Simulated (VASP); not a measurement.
A run of VASP 6.6.1 is set up as follows.

INCAR

```
SYSTEM = InSe
PREC = Accurate
ENCUT = 520
EDIFF = 1E-6
ISMEAR = 0
SIGMA = 0.01
LREAL = .FALSE.
LASPH = .TRUE.
NELM = 100
ALGO = Normal
ISIF = 2
LWAVE = .FALSE.
LCHARG = .FALSE.
GGA = PE
NBANDS = 48
```

Contents of KPOINTS:

```
Automatic mesh
0
G
  6 6 2
  0 0 0
```

The input POSCAR:

```
InSe
1.0
    4.0888735449      0.0000000000      0.0000000000
   -2.0444367725      3.5410683628      0.0000000000
    0.0000000000      0.0000000000     18.4896187862
In Se
4 4
Direct
    0.3333333333      0.6666666667      0.1736260277
    0.6666666667      0.3333333333      0.6736260277
    0.3333333333      0.6666666667      0.3263739723
    0.6666666667      0.3333333333      0.8263739723
    0.3333333333      0.6666666667      0.6048392499
    0.6666666667      0.3333333333      0.1048392499
    0.3333333333      0.6666666667      0.8951607501
    0.6666666667      0.3333333333      0.3951607501
```

Potentials or basis: VASP PAW PBE potentials, release 64 (In_d, Se).

Command:

```bash
$ cat potpaw_PBE.64/In_d/POTCAR potpaw_PBE.64/Se/POTCAR > POTCAR
$ mpirun -np 1 vasp_std > vasp.out
```

(1) What does it give for the largest force?

(2) What does it give for the band gap on the k mesh?

(3) Estimate the pressure.

## Answers

(1) 0.013 eV/Å.

(2) 0.71 eV.

(3) 0.0 GPa.

Caveat: spin-orbit coupling is left out, which moves the levels of the heavy elements; this functional lacks dispersion, which binds layers or chains, so the pressure and a relaxed spacing across them are unreliable.
